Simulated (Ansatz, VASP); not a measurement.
## Al12Ga in VASP and in Ansatz

Contents of INCAR:

```
PREC     = Accurate       # precision mode
ENCUT    = 520            # plane-wave cutoff, eV
EDIFF    = 1E-7           # SCF threshold, eV
ISMEAR   = 0              # smearing method
SIGMA    = 0.1            # smearing width, eV
LREAL    = False          # projectors in reciprocal space
LASPH    = True           # aspherical terms in the spheres
NELM     = 150            # most SCF steps
ALGO     = Normal         # electronic algorithm
ISIF     = 2              # what is computed and relaxed
LWAVE    = False          # write WAVECAR
LCHARG   = True           # write CHGCAR
ISPIN    = 2              # spin polarisation
MAGMOM   = 0 0 0 0 0 0 0 0 0 0 0 0 1 # initial moments
LORBIT   = 11             # projections on sites
LDIPOL   = True         
IDIPOL   = 3            
DIPOL    = 0.5 0.5 0.304
LELF     = True           # ELF
LVHAR    = True         
LVACPOTAV= True         
NBANDS   = 40             # bands
```

File KPOINTS:

```
Automatic mesh
0
Gamma
  5 5 1
```

POSCAR

```
Al12Ga
1.0
    5.6343731020      0.0000000000      0.0000000000
    0.0000000000      5.6343731020      0.0000000000
    0.0000000000      0.0000000000     21.1039189491
Al Ga
12 1
Direct
    0.2500000000      0.2500000000      0.1895382564
    0.2500000000      0.7500000000      0.1895382564
    0.7500000000      0.2500000000      0.1895382564
    0.7500000000      0.7500000000      0.1895382564
    0.0000000000      0.0000000000      0.2867506898
    0.0000000000      0.5000000000      0.2867506898
    0.5000000000      0.0000000000      0.2867506898
    0.5000000000      0.5000000000      0.2867506898
    0.2500000000      0.2500000000      0.3840006668
    0.2500000000      0.7500000000      0.3840006668
    0.7500000000      0.2500000000      0.3840006668
    0.7500000000      0.7500000000      0.3840006668
    0.5000000000      0.5000000000      0.5067266878
```

Input for Ansatz:

```yaml
crystal:
  lattice:
    - [5.634373102, 0.0, 0.0]
    - [0.0, 5.634373102, 0.0]
    - [0.0, 0.0, 21.1039189491]
  atoms:
    - { symbol: Al, position: [0.25, 0.25, 0.1895382564] }
    - { symbol: Al, position: [0.25, 0.75, 0.1895382564] }
    - { symbol: Al, position: [0.75, 0.25, 0.1895382564] }
    - { symbol: Al, position: [0.75, 0.75, 0.1895382564] }
    - { symbol: Al, position: [0.0, 0.0, 0.2867506898] }
    - { symbol: Al, position: [0.0, 0.5, 0.2867506898] }
    - { symbol: Al, position: [0.5, 0.0, 0.2867506898] }
    - { symbol: Al, position: [0.5, 0.5, 0.2867506898] }
    - { symbol: Al, position: [0.25, 0.25, 0.3840006668] }
    - { symbol: Al, position: [0.25, 0.75, 0.3840006668] }
    - { symbol: Al, position: [0.75, 0.25, 0.3840006668] }
    - { symbol: Al, position: [0.75, 0.75, 0.3840006668] }
    - { symbol: Ga, position: [0.5, 0.5, 0.5067266878], spin: 1.0 }
basis:
  ecutwfc: 420
kpoints:
  mp_grid: { grid: [5, 5, 1] }
hamiltonian:
  xc: lda
  pseudopotentials: { kind: paw, azcp: { folder: soft_1 } }
scf:
  occupations: { method: gaussian, width: 0.1 }
output:
  forces: true
  eigenvalues: true
  populations: true
magnetization:
  spin_polarized: true
efield:
  axis: 3
  dipole_correction: true
  ramp_width: 0.04
```

Alike in both runs: task single point; functional LDA; k mesh 5 × 5 × 1; occupations gaussian, width 0.1 eV; collinear spin.

|  | VASP | Ansatz |
| --- | --- | --- |
| version | VASP 6.6.1 | Ansatz 0.2.0 |
| potentials or method | VASP PAW LDA potentials, release 64 (Al, Ga_d), cutoff 520 eV | scalar-relativistic, plane waves, PAW |
| valence electrons in the cell | 49 | 49 |

Ansatz gave:

| Property | Result |
| --- | --- |
| gap on the k mesh at the Fermi level (eV) | none |
| rms of the force components (eV/Å) | 0.215 |
| net moment per atom (μB) | 0.00 |
| work function, face that differs most (eV) | 4.48 |

Task: Estimate VASP's values.

Result: gap on the k mesh at the Fermi level (eV): none; rms of the force components (eV/Å): 0.215; net moment per atom (μB): 0.00; work function, face that differs most (eV): 4.49.

Ansatz warns that its potentials were made for another functional, while VASP's fit it. LDA's correlation is that of Perdew and Zunger in VASP and of Perdew and Wang (1992) in Ansatz. Atom by atom the forces differ by 0.001 eV/Å (rms over components). A gap of «none» marks a metal or a gap that the smearing closes. Ansatz's warnings: seeded moment not kept, stability check not made.
